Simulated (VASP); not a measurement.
**InP: single point with PBE**

Crystal: InP.

```
CELL_PARAMETERS angstrom
0.00000 2.77020 2.77020
2.64083 0.00000 2.77020
2.64083 2.77020 0.00000
ATOMIC_POSITIONS crystal
In 0.97945 0.02055 0.02055
P 0.57617 0.42383 0.42383
```

This cell differs from its parent crystal: mode 4 frozen in at -0.422 Å, normal strain along x -0.0467.

```json
{
 "Program": "VASP 6.6.1",
 "Task": "single point",
 "Functional": "PBE",
 "Potentials or basis": "VASP PAW PBE potentials, release 64 (In_d, P)",
 "Cutoff": "520 eV",
 "k mesh": "14 × 14 × 14",
 "Occupations": "gaussian, width 0.15 eV",
 "Spin": "no spin polarisation",
 "Dipole correction": "no",
 "Further INCAR settings": "ALGO = Normal; EDIFF = 1e-06; NBANDS = 16"
}
```

```json
{
  "Pressure": "18.6 GPa",
  "Largest force": "6.260 eV/Å",
  "Band gap on the k mesh": "zero (band 9 reaches 7.92 eV, above the bottom of band 10 at 5.81 eV)"
}
```

Forces in eV/Å, atoms in the order of the input:
```
In  -6.260  0.000  0.000
P    6.260  0.000  0.000
```

Stress tensor (GPa, compression positive):
```
56.69  0.00  0.00
 0.00 -0.50  0.00
 0.00  0.00 -0.50
```

Levels at points of the mesh, in eV from the Fermi level:
```tsv
k point	band 5	band 6	band 7	band 8	band 9	band 10	band 11	band 12	band 13	band 14
(0.00, 0.00, 0.00)	-14.37	-12.35	-0.62	0.18	0.18	0.95	5.67	5.67	7.16	9.55
(0.50, 0.00, 0.00)	-14.33	-10.18	-6.72	-0.23	-0.16	2.42	3.50	4.71	5.74	10.78
(0.50, 0.50, 0.00)	-14.28	-9.28	-5.22	-2.91	-1.67	-1.67	3.06	10.18	10.45	12.08
(0.00, 0.50, 0.50)	-14.33	-8.61	-5.95	-2.65	-2.65	-1.77	3.65	10.38	10.38	11.22
```

Run time: 85 s on 1 thread of Intel(R) Xeon(R) 6975P-C (Granite Rapids), with other jobs on the host, peak memory 0.27 GiB.

Caveat: the cell differs from its parent crystal (mode 4 frozen in at -0.422 Å, normal strain along x -0.0467); spin-orbit coupling is left out, which moves the levels of the heavy elements; forces of over 1 eV/Å act on the atoms, so gaps and moduli don't describe the material at rest.
